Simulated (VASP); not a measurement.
SnTe:

```
Sn Te
1.0
     4.45597    0.00000    0.00000
     2.22799    3.85899    0.00000
     2.22799    1.28633    3.63829
Sn Te
1 1
Direct
  0.00000 0.00000 0.00000
  0.50000 0.50000 0.50000
```

```yaml
Program: VASP 6.6.1
Task: relaxation of volume and atoms at fixed shape
Functional: LDA
Potentials_or_basis: VASP PAW LDA potentials, release 64 (Sn_d, Te)
Cutoff: 600 eV
k_mesh: 4 × 4 × 4
Occupations: gaussian, width 0.01 eV
Spin: no spin polarisation
```

At the start: pressure -2.2 GPa; volume 31.28 Å³/atom.

Q: How do energy, volume and symmetry change on relaxing?

A: Over 3 steps the energy falls by 9.4 meV/atom and the volume is 29.94 Å³/atom (-4.3 %); space group Fm-3m (No. 225, to 0.05 Å).

The path:
```tsv
step	energy change (eV)	largest force (eV/Å)	pressure (GPa)	volume (Å³)
1	0.0000	0.0000	-2.15	62.56
2	-0.0156	0.0000	0.99	58.84
3	-0.0188	0.0000	0.01	59.88
```

Final structure:
```
Sn Te
1.0
     4.39129    0.00000    0.00000
     2.19564    3.80296    0.00000
     2.19564    1.26765    3.58547
Sn Te
1 1
Cartesian
  0.0000 0.0000 0.0000
  4.3913 2.5353 1.7927
```

Caveat: the k points lie up to 0.44 Å⁻¹ apart in the final cell.
